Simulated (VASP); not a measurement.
HfB2:

```
Hf B
1.0
     3.16080    0.00000    0.00000
    -1.58040    2.73733    0.00000
     0.00000    0.00000    3.50305
Hf B
1 2
Direct
  0.00000 0.00000 0.00000
  0.66667 0.33333 0.50000
  0.33333 0.66667 0.50000
```

Program: VASP 6.6.1. Alike in all runs: task single point; no spin polarisation; cell as given; k mesh 10 × 10 × 8; cutoff (eV) 520; smearing fermi-dirac 0.05 eV.

Q: Order these runs on this cell by their pressure, lowest first.
A. level LDA; potentials or basis VASP PAW LDA potentials, release 64 (Hf_pv, B)
B. level PBE; potentials or basis VASP PAW PBE potentials, release 64 (Hf_pv, B)
C. level r2SCAN; potentials or basis VASP PAW PBE potentials, release 64 (Hf_pv, B)
D. level PBEsol; potentials or basis VASP PAW PBE potentials, release 64 (Hf_pv, B)

A: A (-14.3 GPa), D (-9.2 GPa), C (-6.1 GPa), B (-3.9 GPa).

Caveats: the PAW data sets were made with another functional, which shifts forces and pressure a little (some runs).
